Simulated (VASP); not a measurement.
# BeTe (P6_3/mmc) in VASP: further runs, part 2 of 2

VASP 6.6.1. The steps go on from the part before.

## Step 4: Single point, HSE06

This run uses another cell than the first one, of 19.40 Å³/atom, 1.004 times its volume.

Contents of POSCAR:

```
BeTe
1.0
    3.8635965890      0.0000000000      0.0000000000
   -1.9317982945      3.3459727961      0.0000000000
    0.0000000000      0.0000000000      6.0034032971
Be Te
2 2
Direct
    0.0000000000      0.0000000000      0.0000000000
    0.0000000000      0.0000000000      0.5000000000
    0.3333333333      0.6666666667      0.2500000000
    0.6666666667      0.3333333333      0.7500000000
```

Contents of INCAR.step1:

```
PREC     = Accurate       # precision mode
ENCUT    = 520            # plane-wave cutoff, eV
EDIFF    = 1E-5           # SCF threshold, eV
ISMEAR   = -1             # smearing method
SIGMA    = 0.02           # smearing width, eV
LREAL    = False          # projectors in reciprocal space
LASPH    = True           # aspherical terms in the spheres
NELM     = 100            # most SCF steps
ALGO     = Normal         # electronic algorithm
ISIF     = 2              # what is computed and relaxed
LWAVE    = True           # write WAVECAR
LCHARG   = False          # write CHGCAR
NBANDS   = 16             # bands
GGA      = PE             # functional
```

Contents of INCAR.step2:

```
PREC     = Accurate       # precision mode
ENCUT    = 520            # plane-wave cutoff, eV
EDIFF    = 1E-6           # SCF threshold, eV
ISMEAR   = -1             # smearing method
SIGMA    = 0.02           # smearing width, eV
LREAL    = False          # projectors in reciprocal space
LASPH    = True           # aspherical terms in the spheres
NELM     = 100            # most SCF steps
ALGO     = Normal         # electronic algorithm
ISIF     = 2              # what is computed and relaxed
LWAVE    = False          # write WAVECAR
LCHARG   = False          # write CHGCAR
GGA      = PE             # functional
LHFCALC  = True           # exact exchange
HFSCREEN = 0.2079         # screening, 1/A
PRECFOCK = Normal       
NBANDS   = 16             # bands
ISTART   = 1
```

Contents of KPOINTS:

```
Automatic mesh
0
Gamma
  6 6 4
```

Potentials or basis: VASP PAW PBE potentials, release 64 (Be, Te).

On the command line:

```
cat potpaw_PBE.64/Be/POTCAR potpaw_PBE.64/Te/POTCAR > POTCAR
cp INCAR.step1 INCAR
mpirun -np 1 vasp_std > vasp.out
cp INCAR.step2 INCAR
mpirun -np 1 vasp_std > vasp.out
```

OUTCAR:

```text
PREC = Accurate
   ENCUT = 520
   EDIFF = 1E-6
   ISMEAR = -1
   LREAL = False
   LASPH = True
   NELM = 100
   ISIF = 2
   GGA = PE
   LHFCALC = True
   HFSCREEN = 0.2079
   PRECFOCK = Normal
   ISTART = 1

 ion  position               nearest neighbor table
   1  0.000  0.000  0.000-   3 2.69   4 2.69   4 2.69   3 2.69   4 2.69   3 2.69
   2  0.000  0.000  0.500-   3 2.69   4 2.69   4 2.69   3 2.69   4 2.69   3 2.69
   3  0.333  0.667  0.250-   1 2.69   2 2.69   1 2.69   2 2.69   1 2.69   2 2.69
   4  0.667  0.333  0.750-   1 2.69   2 2.69   1 2.69   2 2.69   1 2.69   2 2.69

  LATTYP: Found a hexagonal cell.
 ALAT       =     3.8635965890
 C/A-ratio  =     1.5538380260

  Lattice vectors:

 A1 = (   3.8635965890,   0.0000000000,   0.0000000000)
 A2 = (  -1.9317982945,   3.3459727961,   0.0000000000)
 A3 = (   0.0000000000,   0.0000000000,   6.0034032971)

Analysis of symmetry for initial positions (statically):
=====================================================================
 Subroutine PRICEL returns:
 Original cell was already a primitive cell.

 Routine SETGRP: Setting up the symmetry group for a
 hexagonal supercell.

 Subroutine GETGRP returns: Found 24 space group operations
 (whereof 12 operations were pure point group operations)
 out of a pool of 24 trial point group operations.

The static configuration has the point symmetry D_3d.
 The point group associated with its full space group is D_6h.

Analysis of symmetry for dynamics (positions and initial velocities):
=====================================================================
 Subroutine PRICEL returns:
 Original cell was already a primitive cell.

 Routine SETGRP: Setting up the symmetry group for a
 hexagonal supercell.

 Subroutine GETGRP returns: Found 24 space group operations
 (whereof 12 operations were pure point group operations)
 out of a pool of 24 trial point group operations.

The dynamic configuration has the point symmetry D_3d.
 The point group associated with its full space group is D_6h.

 Subroutine INISYM returns: Found 24 space group operations
 (whereof 12 operations are pure point group operations),
 and found     1 'primitive' translations

----------------------------------------------------------------------------------------

                                     Primitive cell

  volume of cell :      77.6089

  direct lattice vectors                    reciprocal lattice vectors
     3.863596589  0.000000000  0.000000000     0.258826194  0.149433373  0.000000000
    -1.931798295  3.345972796  0.000000000     0.000000000  0.298866745  0.000000000
     0.000000000  0.000000000  6.003403297     0.000000000  0.000000000  0.166572184

  length of vectors
     3.863596589  3.863596589  6.003403297     0.298866745  0.298866745  0.166572184

  position of ions in fractional coordinates (direct lattice)
     0.000000000  0.000000000  0.000000000
     0.000000000  0.000000000  0.500000000
     0.333333333  0.666666667  0.250000000
     0.666666667  0.333333333  0.750000000

[... 39 lines left out ...]
  0.166667  0.166667  0.000000      6.000000
  0.333333  0.166667  0.000000     12.000000
[... 13 lines left out ...]
  0.333333  0.166667  0.500000     12.000000
  0.333333  0.333333  0.500000      2.000000
   k-points           NKPTS =     21   k-points in BZ     NKDIM =    144   number of bands    NBANDS=     16
   number of dos      NEDOS =    301   number of ions     NIONS =      4
   total plane-waves  NPLWV =  43200
   dimension x,y,z NGX =    30 NGY =   30 NGZ =   48
   dimension x,y,z NGXF=    60 NGYF=   60 NGZF=   96
   ions per type =               2   2
   NGX,Y,Z   is equivalent  to a cutoff of  12.91, 12.91, 13.29 a.u.
   NGXF,Y,Z  is equivalent  to a cutoff of  25.82, 25.82, 26.58 a.u.
 SYSTEM =  unknown system
   PREC   = accura    normal or accurate (medium, high low for compatibility)
   ISTART =      1    job   : 0-new  1-cont  2-samecut
   ICHARG =      0    charge: 1-file 2-atom 10-const
   ISPIN  =      1    spin polarized calculation?
   LNONCOLLINEAR =      F non collinear calculations
   LSORBIT =      F    spin-orbit coupling
   LASPH  =      T    aspherical Exc in radial PAW
   ENCUT  =  520.0 eV  38.22 Ry    6.18 a.u.   7.18  7.18 11.16*2*pi/ulx,y,z
   NELM   =    100;   NELMIN=  2; NELMDL=  0     # of ELM steps
   EDIFF  = 0.1E-05   stopping-criterion for ELM
   LREAL  =      F    real-space projection
   EDIFFG = 0.1E-04   stopping-criterion for IOM
   NSW    =      0    number of steps for IOM
   IBRION =     -1    ionic relax: 0-MD 1-quasi-New 2-CG
   NFREE  =      0    steps in history (QN), initial steepest desc. (CG)
   ISIF   =      2    stress and relaxation
   ISYM   =      3    0-nonsym 1-usesym 2-fastsym
   POTIM  = 0.5000    time-step for ionic-motion
   TEBEG  =    0.0;   TEEND  =   0.0 temperature during run
   PSTRESS=    0.0 pullay stress
   NELECT =      16.0000    total number of electrons
   NUPDOWN=      -1.0000    fix difference up-down
   EMIN   =  10.00;   EMAX   =-10.00  energy-range for DOS
   EFERMI =   0.00;   METHOD = LEGACY
   ISMEAR =    -1;   SIGMA  =   0.02  broadening in eV -4-tet -1-fermi 0-gaus
   EFERMI_NEDOS =   21; number of points for ismear=-14 and -15
   IALGO  =     38    algorithm
   IMIX   =      1    mixing-type and parameters
     AMIX     =   0.40;   BMIX     =  1.00
     AMIX_MAG =   1.60;   BMIX_MAG =  1.00
  volume/ion in A,a.u.               =      19.40       130.93
  Fermi-wavevector in a.u.,A,eV,Ry     =   0.967114  1.827580 12.725654  0.935309
  Thomas-Fermi vector in A             =   2.096972
   LORBIT       =      0    0 simple, 1 ext, 2 COOP (PROOUT), +10 PAW based schemes
   GGA     = PE    functional components
   LHFCALC =     T    Hartree Fock is set to
   PRECFOCK=normal    Normal, Fast or Accurate (Low or Medium for compatibility)
   ENCUT4O =  -1.0   cutoff for four orbital integrals eV
   NKREDX  =     1    reduce k-point grid by
   NKREDY  =     1    reduce k-point grid by
   NKREDZ  =     1    reduce k-point grid by
   AEXX    =    0.2500 exact exchange contribution
   HFSCREEN=    0.2079 screening length (either q_TF or 0.3 A-1)
   HFSCREENC=   0.2079 screening length for correlation (either q_TF or 0.3 A-1)
   ENCUTFOCK=  -1.0 apply spherical cutoff to Coloumb kernel
   IVDW    =     0    specifies the selected vdW correction
   LEPSILON=     F    determine dielectric tensor
   LRPA    =     F    only Hartree local field effects (RPA)
 non-spin polarized calculation
  energy-cutoff  :      520.00
  volume of cell :       77.61
 maximum number of plane-waves:      2106
 NGX is ok and might be reduce to    30
  NGX = 24; NGY = 24; NGZ = 36

 number of electron      15.9999999 magnetization

 Free energy of the ion-electron system (eV)
  ---------------------------------------------------
  ext. energy  EPLUGINS =         0.00000000
  ---------------------------------------------------
  free energy    TOTEN  =       -15.30302003 eV

  energy without entropy =      -15.30226839  energy(sigma->0) =      -15.30264421

 E-fermi :   7.1129     XC(G=0):  -8.2230

 val. band max:        7.0807007796   @ k =   0.1667  -0.0000   0.0000
 cond. band min:       7.3912729726   @ k =   0.0000   0.0000   0.0000
 fundamental gap:      0.3105721930
 Fermi energy:         7.1128960255

 k-point     1 :       0.0000    0.0000    0.0000
  band No.  band energies     occupation
      1      -7.7737      2.00000
      2      -5.3973      2.00000
      3      -0.4970      2.00000
      4       5.9518      2.00000
      5       5.9518      2.00000
      6       6.2198      2.00000
[... 376 lines left out ...]
      3       0.5552      2.00000
      4       0.5552      2.00000
      5       0.9458      2.00000
      6       0.9458      2.00000
[... 8 lines left out ...]
     15      15.0617      0.00000
     16      15.0617      0.00000

------------------------ aborting loop because EDIFF is reached ----------------------------------------

  FORCE on cell =-STRESS in cart. coord.  units (eV):
  Direction    XX          YY          ZZ          XY          YZ          ZX
  --------------------------------------------------------------------------------------
  -------------------------------------------------------------------------------------
  Total       -0.7980983     -0.7980983     -0.6508598      0.0000000     -0.0000000      0.0000000
  in kB      -16.4761333    -16.4761333    -13.4365059      0.0000000     -0.0000000      0.0000000
  external PRESSURE =     -15.4629241 kB  Pullay stress =       0.0000000 kB

 VOLUME and BASIS-vectors are now :
 -----------------------------------------------------------------------------
  energy-cutoff  :      520.00
  volume of cell :       77.61
      direct lattice vectors                 reciprocal lattice vectors
     3.863596589  0.000000000  0.000000000     0.258826194  0.149433373  0.000000000
    -1.931798295  3.345972796  0.000000000     0.000000000  0.298866745  0.000000000
     0.000000000  0.000000000  6.003403297     0.000000000  0.000000000  0.166572184

 POSITION                                       TOTAL-FORCE (eV/Angst)
 -----------------------------------------------------------------------------------
      0.00000      0.00000      0.00000        -0.000000      0.000000      0.000000
      0.00000      0.00000      3.00170        -0.000000      0.000000      0.000000
     -0.00000      2.23065      1.50085         0.000000      0.000000     -0.000000
      1.93180      1.11532      4.50255         0.000000     -0.000000     -0.000000
 -----------------------------------------------------------------------------------
    total drift:                               -0.000000      0.000000     -0.000000

  FREE ENERGIE OF THE ION-ELECTRON SYSTEM (eV)
  ---------------------------------------------------
  free  energy   TOTEN  =       -15.3030200329 eV

  energy  without entropy=      -15.3022683855  energy(sigma->0) =      -15.30264421
```

Run time: 23 min. Hardware: 1 thread of Intel Xeon 6975P-C (Granite Rapids), shared host; peak memory 0.34 GiB.

What came out:

* Free energy: -15.3030 eV
* Pressure: -1.5 GPa
* Band gap on the k mesh: zero (band 8 reaches 7.39 eV, above the bottom of band 9 at 6.46 eV)

Stress tensor (GPa, compression positive):
```
-1.65  0.00  0.00
 0.00 -1.65  0.00
 0.00  0.00 -1.34
```

Caveat: the PAW data sets were made with another functional, which shifts forces and pressure a little; spin-orbit coupling is left out, which moves the levels of the heavy elements.

## Step 5: Single point, PBE

This run uses another cell than the first one, of 19.40 Å³/atom, 1.004 times its volume.

Contents of INCAR:

```
SYSTEM = BeTe
PREC     = Accurate       ! precision mode
ENCUT    = 520            ! plane-wave cutoff, eV
EDIFF    = 1E-6           ! SCF threshold, eV
ISMEAR   = -1             ! smearing method
SIGMA    = 0.02           ! smearing width, eV
LREAL    = .False.        ! projectors in reciprocal space
LASPH    = .True.         ! aspherical terms in the spheres
NELM     = 100            ! most SCF steps
ALGO     = Normal         ! electronic algorithm
ISIF     = 2              ! what is computed and relaxed
LWAVE    = .False.        ! write WAVECAR
LCHARG   = .True.         ! write CHGCAR
GGA      = PE             ! functional
LELF     = .True.         ! ELF
LVHAR    = .True.       
NBANDS   = 16             ! bands
```

Contents of KPOINTS:

```
regular mesh
0
Gamma
  12 12 4
  0 0 0
```

POSCAR is that of step 4.

On the command line:

```
cat potpaw_PBE.64/Be/POTCAR potpaw_PBE.64/Te/POTCAR > POTCAR
mpirun -np 1 vasp_std > vasp.out
```

It took 23 s on 1 thread of Intel Xeon 6975P-C (Granite Rapids), shared host; peak memory 0.23 GiB.

Results (log left out):

| Item | Value |
| --- | --- |
| Free energy | -13.3029 eV |
| Pressure | -0.1 GPa |
| Band gap on the k mesh | zero (band 8 reaches 7.65 eV, above the bottom of band 9 at 6.48 eV) |

Stress tensor (GPa, compression positive):
```
-0.10  0.00  0.00
 0.00 -0.10  0.00
 0.00  0.00 -0.24
```

Levels at points of the mesh, in eV from the Fermi level:
```tsv
k point	band 6	band 7	band 8	band 9	band 10	band 11
(0.00, 0.00, 0.00)	-0.68	-0.68	0.35	2.02	2.08	3.49
(0.50, 0.00, 0.00)	-3.37	-2.95	-0.38	1.49	2.05	2.16
(0.00, 0.00, 0.50)	-0.71	-0.71	-0.71	2.34	2.34	3.22
(0.50, 0.00, 0.50)	-2.38	-2.05	-2.05	1.26	1.26	3.06
```

Caveat: spin-orbit coupling is left out, which moves the levels of the heavy elements.

## Step 6: The runs side by side

| task | level | cell | k mesh | cutoff (eV) | grid for exact exchange (PRECFOCK) | screening parameter | gap on the mesh (eV) | pressure (GPa) |
| --- | --- | --- | --- | --- | --- | --- | --- | --- |
| single point | PBE | a = 3.861, b = 3.861, c = 5.990 Å, angles 90.0, 90.0, 120.0°, 4 atoms | 12 × 12 × 4 | 520 | - | - | none | 0.1 |
| relaxation of cell and atoms | PBE | relaxed from a = 3.458, b = 3.458, c = 5.637 Å, angles 90.0, 90.0, 120.0°, 4 atoms | 12 × 12 × 4 | 600 | - | - | none | 0.0 |
| single point | HSE06 | a = 3.864, b = 3.864, c = 6.003 Å, angles 90.0, 90.0, 120.0°, 4 atoms | 6 × 6 × 4 | 520 | Normal | 0.2079 1/Å | none | -1.5 |
| single point | PBE | a = 3.864, b = 3.864, c = 6.003 Å, angles 90.0, 90.0, 120.0°, 4 atoms | 12 × 12 × 4 | 520 | - | - | none | -0.1 |

Alike in all rows: potentials or basis VASP PAW PBE potentials, release 64 (Be, Te); no spin polarisation; smearing fermi-dirac 0.02 eV.

Caveats: spin-orbit coupling is left out, which moves the levels of the heavy elements; the volume moved by over 15 % at a fixed basis, so the end points are rough (some runs); the PAW data sets were made with another functional, which shifts forces and pressure a little (some runs).

Absolute energies hang on the potentials; compare differences alone.
